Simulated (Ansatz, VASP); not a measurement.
This is a calculation of Mg for VASP 6.6.1.

INCAR

```
SYSTEM = Mg
PREC = Accurate ; ENCUT = 600
EDIFF = 1E-7 ; ISMEAR = -1
SIGMA = 0.05 ; LREAL = .FALSE.
LASPH = .TRUE. ; NELM = 80
ALGO = Normal ; ISIF = 3
LWAVE = .FALSE. ; LCHARG = .FALSE.
GGA = PE ; IVDW = 13
IBRION = 2 ; NSW = 60
EDIFFG = -0.01
```

KPOINTS

```
Automatic mesh
0
G
  10 10 3
  0 0 0
```

POSCAR

```
Mg
1.0
    3.1768261656      0.0000000000      0.0000000000
   -1.5884130828      2.7512121628      0.0000000000
    0.0000000000      0.0000000000     10.3188620100
Mg
4
Direct
    0.6666666667      0.3333333333      0.7500000000
    0.0000000000      0.0000000000      0.5000000000
    0.3333333333      0.6666666667      0.2500000000
    0.0000000000      0.0000000000      0.0000000000
```

Potentials or basis: VASP PAW PBE potentials, release 64 (Mg).

Command:

```bash
$ cat potpaw_PBE.64/Mg/POTCAR > POTCAR
$ mpirun -np 1 vasp_std > vasp.out
```

Question: Translate it to Ansatz 0.2.0. Potentials there: Ansatz PAW.

Answer: As run (the cutoff follows the program's own potentials):

The input input.yaml:

```yaml
crystal:
  lattice:
    - [3.1768261656, 0.0, 0.0]
    - [-1.5884130828, 2.7512121628, 0.0]
    - [0.0, 0.0, 10.31886201]
  atoms:
    - { symbol: Mg, position: [0.6666666667, 0.3333333333, 0.75] }
    - { symbol: Mg, position: [0.0, 0.0, 0.5] }
    - { symbol: Mg, position: [0.3333333333, 0.6666666667, 0.25] }
    - { symbol: Mg, position: [0.0, 0.0, 0.0] }
hamiltonian:
  xc: pbe
  pseudopotentials: { kind: paw }
  dispersion: d4
kpoints:
  mp_grid: { grid: [10, 10, 3] }
scf:
  occupations: { method: fermi_dirac, width: 0.05 }
output:
  forces: true
  stress: true
relax:
  f_tol: 0.01
  max_steps: 40
  cell: { stress_tol: 0.05 }
```

Potentials or basis: Ansatz PAW.

Run with:

```bash
$ ansatz run input.yaml --threads 2 --pin off --max-ram 5632MiB --backend cpu --events-out ev --progress --plain --runs-dir out
```

Both were run:

|  | VASP | Ansatz | Ansatz less VASP |
| --- | --- | --- | --- |
| relaxed volume (Å³/atom) | 22.73 | 22.78 | +0.056 |
| relaxed cell length with the largest relative difference (Å) | 3.168 | 3.171 | +0.0029 |

VASP's potentials hold 8 valence electrons a cell and Ansatz's 40, so a difference there can come from the potentials and not from the codes.

Noted on Ansatz's run: the plane-wave basis is chosen anew once the cell has moved, so the energies of steps on either side of that aren't comparable.
